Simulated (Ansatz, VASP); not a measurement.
# Two plane-wave programs on Ge

```
Ge
1.0
     0.00000    2.05639    2.09836
     2.05639    0.00000    2.09836
     2.05639    2.05639    0.00000
Ge
1
Direct
  0.00000 0.00000 0.00000
```

Change from the starting cell: strain -0.0200 x Voigt [1, 1, 0, 0, 0, 0], atoms carried along.

Alike in both runs: task single point; functional PBE; dispersion D3(BJ); k mesh 20 × 20 × 20; occupations gaussian, width 0.15 eV; no spin polarisation.

|  | VASP | Ansatz |
| --- | --- | --- |
| version | VASP 6.6.1 | Ansatz 0.2.0 |
| potentials or method | VASP PAW PBE potentials, release 64 (Ge_d), cutoff 520 eV | scalar-relativistic, plane waves, PAW |
| valence electrons in the cell | 14 | 14 |

|  | VASP | Ansatz | Ansatz less VASP |
| --- | --- | --- | --- |
| gap on the k mesh at the Fermi level (eV) | none | none | - |
| pressure (GPa) | 4.0 | 4.0 | +0.07 |
| traceless stress, the component that is largest in VASP (GPa) | 0.27 | 0.27 | -0.001 |

A gap of «none» marks a metal or a gap that the smearing closes.
